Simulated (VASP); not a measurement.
# Pd (P6/mmm) in VASP: a series of runs

The runs below take Pd through single point, with RPBE.

All numbers are computed with VASP 6.6.1; they aren't measurements. Logs are shortened: lines on timing, memory, paths and dates and some standing lists are left out, and cuts for length are marked.

## 1. The cell of the first run

The structure is hexagonal, space group P6/mmm (No. 191). Conventional cell: a = 4.610 Å, b = 4.610 Å, c = 2.734 Å, α = 90.00°, β = 90.00°, γ = 120.00°. Within 3.6 Å of Pd (site symmetry 6/mmm) lie 14 Pd at 2.73 to 2.99 Å. Pd (site symmetry -6m2) has 11 Pd at 2.66 to 2.99 Å within 3.5 Å.

This isn't the form of Pd at room conditions, which is fcc.

## 2. Single point, RPBE, collinear spin (16.78 Å³/atom)

INCAR reads:

```
PREC = Accurate ; ENCUT = 520
EDIFF = 1E-7 ; ISMEAR = -1
SIGMA = 0.05 ; LREAL = False
LASPH = True ; NELM = 150
ALGO = Normal ; ISIF = 2
LWAVE = False ; LCHARG = False
ISPIN = 2 ; MAGMOM = 0.5 0.5 0.5
LORBIT = 11 ; LMAXMIX = 4
GGA = RP ; NBANDS = 26
```

KPOINTS reads:

```
Automatic mesh
0
Gamma
  9 9 13
```

POSCAR reads:

```
Pd
1.0
    4.6104285343      0.0000000000      0.0000000000
   -2.3052142672      3.9927482330      0.0000000000
    0.0000000000      0.0000000000      2.7344880394
Pd
3
Direct
    1.0000000000      1.0000000000      0.0000000000
    0.3333333333      0.6666666667      0.5000000000
    0.6666666667      0.3333333333      0.5000000000
```

Potentials or basis: VASP PAW PBE potentials, release 64 (Pd).

The run is started by

```
cat potpaw_PBE.64/Pd/POTCAR > POTCAR
mpirun -np 1 vasp_std > vasp.out
```

OUTCAR:

```text
PREC = Accurate
   ENCUT = 520
   EDIFF = 1E-7
   ISMEAR = -1
   LREAL = False
   LASPH = True
   NELM = 150
   ISIF = 2
   ISPIN = 2
   LORBIT = 11
   GGA = RP

 ion  position               nearest neighbor table
   1  0.000  0.000  0.000-   2 2.99   3 2.99   2 2.99   3 2.99   2 2.99   2 2.99   3 2.99   3 2.99
                             3 2.99   3 2.99   2 2.99   2 2.99
   2  0.333  0.667  0.500-   3 2.66   3 2.66   3 2.66   1 2.99   1 2.99   1 2.99   1 2.99   1 2.99
                             1 2.99
   3  0.667  0.333  0.500-   2 2.66   2 2.66   2 2.66   1 2.99   1 2.99   1 2.99   1 2.99   1 2.99
                             1 2.99

  LATTYP: Found a hexagonal cell.
 ALAT       =     4.6104285343
 C/A-ratio  =     0.5931092997

  Lattice vectors:

 A1 = (   4.6104285343,   0.0000000000,   0.0000000000)
 A2 = (  -2.3052142672,   3.9927482330,   0.0000000000)
 A3 = (   0.0000000000,   0.0000000000,   2.7344880394)

Analysis of symmetry for initial positions (statically):
=====================================================================
 Subroutine PRICEL returns:
 Original cell was already a primitive cell.

 Routine SETGRP: Setting up the symmetry group for a
 hexagonal supercell.

 Subroutine GETGRP returns: Found 24 space group operations
 (whereof 24 operations were pure point group operations)
 out of a pool of 24 trial point group operations.

The static configuration has the point symmetry D_6h.

Analysis of symmetry for dynamics (positions and initial velocities):
=====================================================================
 Subroutine PRICEL returns:
 Original cell was already a primitive cell.

 Routine SETGRP: Setting up the symmetry group for a
 hexagonal supercell.

 Subroutine GETGRP returns: Found 24 space group operations
 (whereof 24 operations were pure point group operations)
 out of a pool of 24 trial point group operations.

The dynamic configuration has the point symmetry D_6h.

Analysis of structural, dynamic, and magnetic symmetry:
=====================================================================
 Subroutine PRICEL returns:
 Original cell was already a primitive cell.

 Routine SETGRP: Setting up the symmetry group for a
 hexagonal supercell.

 Subroutine GETGRP returns: Found 24 space group operations
 (whereof 24 operations were pure point group operations)
 out of a pool of 24 trial point group operations.

The overall configuration has the point symmetry D_6h.

 Subroutine INISYM returns: Found 24 space group operations
 (whereof 24 operations are pure point group operations),
 and found     1 'primitive' translations

----------------------------------------------------------------------------------------

                                     Primitive cell

  volume of cell :      50.3372

  direct lattice vectors                    reciprocal lattice vectors
     4.610428534  0.000000000  0.000000000     0.216899577  0.125227029  0.000000000
    -2.305214267  3.992748233  0.000000000     0.000000000  0.250454059  0.000000000
     0.000000000  0.000000000  2.734488039     0.000000000  0.000000000  0.365699168

  length of vectors
     4.610428534  4.610428534  2.734488039     0.250454059  0.250454059  0.365699168

  position of ions in fractional coordinates (direct lattice)
     0.000000000  0.000000000  0.000000000
     0.333333333  0.666666667  0.500000000
     0.666666667  0.333333333  0.500000000

  ion indices of the primitive-cell ions
   primitive index   ion index
                 1           1
                 2           2
                 3           3

----------------------------------------------------------------------------------------

 KPOINTS: Automatic mesh

Automatic generation of k-mesh.
 Grid dimensions read from file:
 generate k-points for:    9    9   13

 Generating k-lattice:

  Cartesian coordinates                     Fractional coordinates (reciprocal lattice)
     0.024099953  0.013914114  0.000000000     0.111111111  0.000000000  0.000000000
     0.000000000  0.027828229  0.000000000     0.000000000  0.111111111  0.000000000
     0.000000000  0.000000000  0.028130705     0.000000000  0.000000000  0.076923077

  Length of vectors
     0.027828229  0.027828229  0.028130705

  Shift w.r.t. Gamma in fractional coordinates (k-lattice)
     0.000000000  0.000000000  0.000000000

 Subroutine IBZKPT returns following result:
 ===========================================

 Found     84 irreducible k-points:

 Following reciprocal coordinates:
            Coordinates               Weight
  0.000000  0.000000  0.000000      1.000000
  0.111111  0.000000  0.000000      6.000000
  0.222222  0.000000  0.000000      6.000000
  0.333333  0.000000  0.000000      6.000000
  0.444444  0.000000  0.000000      6.000000
  0.111111  0.111111  0.000000      6.000000
[... 16 lines left out ...]
  0.333333  0.222222  0.076923     24.000000
  0.333333  0.333333  0.076923      4.000000
 [... further k-points ...]
   k-points           NKPTS =     84   k-points in BZ     NKDIM =     84   number of bands    NBANDS=     26
   number of dos      NEDOS =    301   number of ions     NIONS =      3
   total plane-waves  NPLWV =  25920
   dimension x,y,z NGX =    36 NGY =   36 NGZ =   20
   dimension x,y,z NGXF=    72 NGYF=   72 NGZF=   40
   ions per type =               3
   NGX,Y,Z   is equivalent  to a cutoff of  12.98, 12.98, 12.16 a.u.
   NGXF,Y,Z  is equivalent  to a cutoff of  25.96, 25.96, 24.32 a.u.
 SYSTEM =  unknown system
   PREC   = accura    normal or accurate (medium, high low for compatibility)
   ISTART =      0    job   : 0-new  1-cont  2-samecut
   ICHARG =      2    charge: 1-file 2-atom 10-const
   ISPIN  =      2    spin polarized calculation?
   LNONCOLLINEAR =      F non collinear calculations
   LSORBIT =      F    spin-orbit coupling
   LASPH  =      T    aspherical Exc in radial PAW
   ENCUT  =  520.0 eV  38.22 Ry    6.18 a.u.   8.57  8.57  5.08*2*pi/ulx,y,z
   NELM   =    150;   NELMIN=  2; NELMDL= -5     # of ELM steps
   EDIFF  = 0.1E-06   stopping-criterion for ELM
   LREAL  =      F    real-space projection
   EDIFFG = 0.1E-05   stopping-criterion for IOM
   NSW    =      0    number of steps for IOM
   IBRION =     -1    ionic relax: 0-MD 1-quasi-New 2-CG
   NFREE  =      0    steps in history (QN), initial steepest desc. (CG)
   ISIF   =      2    stress and relaxation
   ISYM   =      2    0-nonsym 1-usesym 2-fastsym
   POTIM  = 0.5000    time-step for ionic-motion
   TEBEG  =    0.0;   TEEND  =   0.0 temperature during run
   PSTRESS=    0.0 pullay stress
   NELECT =      30.0000    total number of electrons
   NUPDOWN=      -1.0000    fix difference up-down
   EMIN   =  10.00;   EMAX   =-10.00  energy-range for DOS
   EFERMI =   0.00;   METHOD = LEGACY
   ISMEAR =    -1;   SIGMA  =   0.05  broadening in eV -4-tet -1-fermi 0-gaus
   EFERMI_NEDOS =   21; number of points for ismear=-14 and -15
   IALGO  =     38    algorithm
   IMIX   =      4    mixing-type and parameters
     AMIX     =   0.40;   BMIX     =  1.00
     AMIX_MAG =   1.60;   BMIX_MAG =  1.00
  volume/ion in A,a.u.               =      16.78       113.23
  Fermi-wavevector in a.u.,A,eV,Ry     =   1.377692  2.603461 25.824341  1.898036
  Thomas-Fermi vector in A             =   2.502822
   LORBIT       =     11    0 simple, 1 ext, 2 COOP (PROOUT), +10 PAW based schemes
   GGA     = RP    functional components
   LHFCALC =     F    Hartree Fock is set to
   AEXX    =    0.0000 exact exchange contribution
   IVDW    =     0    specifies the selected vdW correction
   LEPSILON=     F    determine dielectric tensor
   LRPA    =     F    only Hartree local field effects (RPA)
 spin polarized calculation
  energy-cutoff  :      520.00
  volume of cell :       50.34
 maximum number of plane-waves:      1384
 NGX is ok and might be reduce to    36
   NGX = 17   NGY = 17   NGZ = 11

 number of electron      30.0000013 magnetization       0.5886071

 Free energy of the ion-electron system (eV)
  ---------------------------------------------------
  ext. energy  EPLUGINS =         0.00000000
  ---------------------------------------------------
  free energy    TOTEN  =       -13.57842771 eV

  energy without entropy =      -13.52303000  energy(sigma->0) =      -13.55072886

 E-fermi :   7.8942     XC(G=0): -12.2620

 val. band max:        7.8936741848   @ k =   0.4444   0.0000   0.0769
 cond. band min:       7.8952865657   @ k =   0.2222   0.2222   0.0000
 fundamental gap:      0.0016123810
 Fermi energy:         7.8941710192

 spin component 1

 k-point     1 :       0.0000    0.0000    0.0000
  band No.  band energies     occupation
      1       1.7402      1.00000
      2       3.5383      1.00000
      3       4.7832      1.00000
      4       5.1151      1.00000
      5       5.1640      1.00000
      6       5.1640      1.00000
[... 18 lines left out ...]
     25      27.8210      0.00000
     26      27.8210      0.00000

 k-point     2 :       0.1111    0.0000    0.0000
  band No.  band energies     occupation
      1       1.8792      1.00000
      2       3.5781      1.00000
      3       4.6401      1.00000
      4       4.7751      1.00000
      5       4.8727      1.00000
      6       5.1011      1.00000
[... 18 lines left out ...]
     25      27.2532      0.00000
     26      27.3947      0.00000

 k-point     3 :       0.2222    0.0000    0.0000
  band No.  band energies     occupation
      1       2.2776      1.00000
      2       3.6730      1.00000
      3       4.1943      1.00000
      4       4.6027      1.00000
      5       4.6940      1.00000
      6       5.0174      1.00000
[... 572 lines left out ...]
 k-point    23 :       0.3333    0.2222    0.0769
  band No.  band energies     occupation
      1       3.4028      1.00000
      2       3.7921      1.00000
      3       3.9330      1.00000
      4       4.4412      1.00000
      5       4.5865      1.00000
      6       4.9354      1.00000
[... 18 lines left out ...]
     25      24.9190      0.00000
     26      25.6795      0.00000

 k-point    24 :       0.3333    0.3333    0.0769
  band No.  band energies     occupation
      1       3.3663      1.00000
      2       3.8742      1.00000
      3       3.8742      1.00000
      4       4.5350      1.00000
      5       4.5350      1.00000
      6       4.9072      1.00000
[... 18 lines left out ...]
     25      25.2808      0.00000
     26      25.9387      0.00000

 [... further k-points ...]

 spin component 2

 k-point     1 :       0.0000    0.0000    0.0000
  band No.  band energies     occupation
      1       1.7448      1.00000
      2       3.6626      1.00000
      3       4.9145      1.00000
      4       5.2695      1.00000
      5       5.2797      1.00000
      6       5.2797      1.00000
[... 18 lines left out ...]
     25      27.8067      0.00000
     26      27.8067      0.00000

 k-point     2 :       0.1111    0.0000    0.0000
  band No.  band energies     occupation
      1       1.8837      1.00000
      2       3.7021      1.00000
      3       4.7572      1.00000
      4       4.9063      1.00000
      5       4.9937      1.00000
      6       5.2463      1.00000
[... 18 lines left out ...]
     25      27.2413      0.00000
     26      27.3818      0.00000

 k-point     3 :       0.2222    0.0000    0.0000
  band No.  band energies     occupation
      1       2.2827      1.00000
      2       3.7934      1.00000
      3       4.3090      1.00000
      4       4.7267      1.00000
      5       4.8196      1.00000
      6       5.1603      1.00000
[... 572 lines left out ...]
 k-point    23 :       0.3333    0.2222    0.0769
  band No.  band energies     occupation
      1       3.4849      1.00000
      2       3.8540      1.00000
      3       4.0099      1.00000
      4       4.5788      1.00000
      5       4.7263      1.00000
      6       5.0823      1.00000
[... 18 lines left out ...]
     25      24.9251      0.00000
     26      25.7006      0.00000

 k-point    24 :       0.3333    0.3333    0.0769
  band No.  band energies     occupation
      1       3.4556      1.00000
      2       3.9457      1.00000
      3       3.9457      1.00000
      4       4.6750      1.00000
      5       4.6750      1.00000
      6       5.0570      1.00000
[... 18 lines left out ...]
     25      25.3007      0.00000
     26      25.9655      0.00000

 [... further k-points ...]
[... 5 lines left out ...]
  --------------------------------------------------------------------------------------
  -------------------------------------------------------------------------------------
  Total       -1.6099748     -1.6099748     -1.4212092      0.0000000     -0.0000000      0.0000000
  in kB      -51.2436936    -51.2436936    -45.2354948      0.0000000     -0.0000000      0.0000000
  external PRESSURE =     -49.2409607 kB  Pullay stress =       0.0000000 kB

 VOLUME and BASIS-vectors are now :
 -----------------------------------------------------------------------------
  energy-cutoff  :      520.00
  volume of cell :       50.34
      direct lattice vectors                 reciprocal lattice vectors
     4.610428534  0.000000000  0.000000000     0.216899577  0.125227029  0.000000000
    -2.305214267  3.992748233  0.000000000     0.000000000  0.250454059  0.000000000
     0.000000000  0.000000000  2.734488039     0.000000000  0.000000000  0.365699168

 POSITION                                       TOTAL-FORCE (eV/Angst)
 -----------------------------------------------------------------------------------
      0.00000      0.00000      0.00000        -0.000000      0.000000     -0.000000
     -0.00000      2.66183      1.36724        -0.000000      0.000000      0.000000
      2.30521      1.33092      1.36724         0.000000      0.000000     -0.000000
 -----------------------------------------------------------------------------------
    total drift:                                0.000000      0.000000     -0.000000

  FREE ENERGIE OF THE ION-ELECTRON SYSTEM (eV)
  ---------------------------------------------------
  free  energy   TOTEN  =       -13.5784277122 eV

  energy  without entropy=      -13.5230299981  energy(sigma->0) =      -13.55072886

 total charge

# of ion       s       p       d       tot
------------------------------------------
    1        0.412   0.331   8.454   9.196
    2        0.449   0.368   8.452   9.270
    3        0.449   0.368   8.452   9.270
--------------------------------------------------
tot          1.311   1.067  25.358  27.735

 magnetization (x)

# of ion       s       p       d       tot
------------------------------------------
    1       -0.000  -0.004   0.212   0.207
    2       -0.002  -0.003   0.199   0.194
    3       -0.002  -0.003   0.199   0.194
--------------------------------------------------
tot         -0.004  -0.011   0.610   0.595
```

Wall time 2 min (1 thread of Intel Xeon 6975P-C (Granite Rapids), shared host); peak memory 0.29 GiB.

What came out:

| Property | Result |
| --- | --- |
| Free energy | -13.5784 eV |
| Pressure | -4.9 GPa |
| Net moment | 0.59 μB per cell |
| Site moments | Pd +0.21, +0.19 (each value once) μB |
| Valence electrons inside the program's atomic spheres | Pd 9.20, 9.27 (each value once) |

Levels at points of the mesh, in eV from the Fermi level:
Spin up:
```csv
k point,band 13,band 14,band 15,band 16,band 17,band 18,band 19,band 20
"(0.00, 0.00, 0.00)",-1.25,-1.25,0.02,0.02,6.94,6.94,6.95,6.95
```
Spin down:
```
           k point  band 13  band 14  band 15  band 16  band 17  band 18
(0.00, 0.00, 0.00)    -1.11    -1.11     0.17     0.17     6.99     6.99
```

Caveat: the cell stands under tension; a moment this small can come from the mesh or the smearing; the PAW data sets were made with another functional, which shifts forces and pressure a little.

[end of part 1 of 2]
